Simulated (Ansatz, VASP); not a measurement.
# KF: VASP beside Ansatz

```
K F
1.0
     0.00000    2.65896    2.65896
     2.65896    0.00000    2.65896
     2.65896    2.65896    0.00000
K F
1 1
Direct
  0.00000 0.00000 0.00000
  0.50000 0.50000 0.50000
```

Alike in both runs: task single point; functional r2SCAN; k mesh 8 × 8 × 8; no spin polarisation.

|  | VASP | Ansatz |
| --- | --- | --- |
| version | VASP 6.6.1 | Ansatz 0.2.0 |
| potentials or method | VASP PAW PBE potentials, release 64 (K_sv, F) | plane waves, PAW |
| plane-wave cutoff (eV) | 520 | 500 |
| occupations | gaussian, width 0.01 eV | fixed |
| valence electrons in the cell | 16 | 16 |

```tsv
	VASP	Ansatz	Ansatz less VASP
gap on the k mesh at the Fermi level (eV)	6.91	6.91	+0.001
pressure (GPa)	0.0	0.0	+0.04
```

VASP's potentials were made for PBE, not for r2SCAN.
